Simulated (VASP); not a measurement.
In2O3, 5 atoms in the cell. The structure is tetragonal, space group I-4m2 (No. 119). The conventional cell has a = 3.652 Å, b = 3.652 Å, c = 11.771 Å, α = 90.00°, β = 90.00°, γ = 90.00°. Within 2.6 Å of In (site symmetry 2mm) lie 4 O at 2.00 to 2.23 Å. Within 2.6 Å of O (site symmetry 2mm) lie 2 In at 2.00 Å. O (site symmetry -4m2) has 4 In at 2.23 Å within 2.9 Å. The cell was generated, and may not be a known phase.

| Item | Value |
| --- | --- |
| Program | VASP 6.6.1 |
| Task | relaxation of cell and atoms |
| Functional | PBE |
| Potentials or basis | VASP PAW PBE potentials, release 64 (In_d, O) |
| Cutoff | 600 eV |
| k mesh | 6 × 6 × 6 |
| Occupations | gaussian, width 0.1 eV |
| Spin | no spin polarisation |
| Dipole correction | no |
| Further INCAR settings | ALGO = Normal; EDIFF = 1e-07; IBRION = 2; EDIFFG = -0.04; NSW = 90; ISIF = 3 |

Potentials or basis: VASP PAW PBE potentials, release 64 (In_d, O).

Launch:

```bash
$ cat potpaw_PBE.64/In_d/POTCAR potpaw_PBE.64/O/POTCAR > POTCAR
$ mpirun -np 1 vasp_std > vasp.out
```

Hardware: 1 thread of Intel(R) Xeon(R) Platinum 8488C (Sapphire Rapids), on a shared host.

Problem. How long does it take, and how much memory?

Solution. It took 10 min on 1 thread of Intel(R) Xeon(R) Platinum 8488C (Sapphire Rapids), with other jobs on the host, peak memory 0.42 GiB. Counts: scf iterations 27, k points 30, ion steps 2.
